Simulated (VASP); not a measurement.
Crystal: Ta2C3.

```xyz
5
Lattice="3.4394 0.0000 0.0000 -1.7197 2.9786 0.0000 0.0000 0.0000 5.3512" Properties=species:S:1:pos:R:3 pbc="T T T"
Ta    0.0000    1.9857    1.3110
Ta    1.7197    0.9929    4.0401
C     0.0000    0.0000    0.0000
C     0.0000    1.9857    3.4515
C     1.7197    0.9929    1.8997
```

```yaml
Program: VASP 6.6.1
Task: relaxation of cell and atoms
Functional: PBE
Potentials_or_basis: VASP PAW PBE potentials, release 64 (Ta_pv, C)
Cutoff: 600 eV
k_mesh: 6 × 6 × 4
Occupations: gaussian, width 0.1 eV
Spin: no spin polarisation
```

At the start: pressure 14.2 GPa; volume 10.96 Å³/atom.

How do energy, volume and symmetry change on relaxing?

Over 40 steps the energy falls by 394.4 meV/atom and the volume is 10.20 Å³/atom (-7.0 %); space group P-3m1 (No. 164, to 0.1 Å) before and after.

The path:
```csv
step,energy change (eV),largest force (eV/Å),pressure (GPa),volume (Å³)
1,0.0000,1.0784,14.20,54.82
2,0.0643,0.2394,-18.89,62.86
3,-0.1949,0.3034,-3.38,58.34
4,-0.3367,0.6841,-1.45,58.08
5,-0.4274,1.1256,1.75,57.70
6,-0.3490,1.8319,10.99,56.69
7,-0.4515,1.3262,3.92,57.45
8,-0.5262,1.0399,0.45,58.08
9,-0.5500,0.8214,-2.12,58.56
10,-0.5513,0.7786,-2.74,58.67
11,-0.5890,0.7771,-1.87,58.13
12,-0.6947,0.8871,0.91,56.54
13,-0.8850,1.6526,8.12,53.44
14,-0.8243,1.2020,41.13,47.58
15,-1.0128,2.2742,15.93,51.45
16,-1.0475,1.7493,26.67,49.49
17,-1.0617,1.9378,22.98,50.10
18,-1.0690,1.8990,23.15,50.05
19,-1.0885,1.7923,23.77,49.90
20,-1.1170,1.5472,25.11,49.59
21,-1.1279,1.2449,28.46,48.99
22,-1.1778,1.2301,26.83,49.15
23,-1.3162,1.1540,22.07,49.64
24,-1.5372,0.7416,13.45,50.61
25,-1.7384,0.4924,-0.54,52.59
26,-1.7409,0.4688,-2.20,52.87
27,-1.7702,0.4524,-2.52,52.82
28,-1.8417,0.4150,-3.35,52.63
29,-1.9196,0.4321,-4.39,52.22
30,-1.9311,0.5563,-4.63,52.00
31,-1.9575,0.4316,-0.21,51.17
32,-1.9606,0.3639,2.03,50.78
33,-1.9680,0.1776,1.24,50.89
34,-1.9697,0.1469,0.68,50.98
35,-1.9710,0.0613,-0.43,51.13
36,-1.9710,0.0466,-0.65,51.16
37,-1.9716,0.0406,-0.29,51.08
38,-1.9717,0.0540,0.07,51.00
39,-1.9717,0.0491,0.04,51.01
40,-1.9719,0.0278,0.07,50.99
```

Final structure:
```yaml
crystal:
  lattice:
    - [3.01555, 0.00000, 0.00000]
    - [-1.50778, 2.61154, 0.00000]
    - [0.00000, 0.00000, 6.47488]
  atoms:
    - { symbol: Ta, position: [0.33333, 0.66667, 0.20829] }
    - { symbol: Ta, position: [0.66667, 0.33333, 0.79171] }
    - { symbol: C, position: [0.00000, 0.00000, 0.00000] }
    - { symbol: C, position: [0.33333, 0.66667, 0.54412] }
    - { symbol: C, position: [0.66667, 0.33333, 0.45588] }
```

Caveat: a cell axis changed by over 15 % at a fixed basis, so the end point is rough.
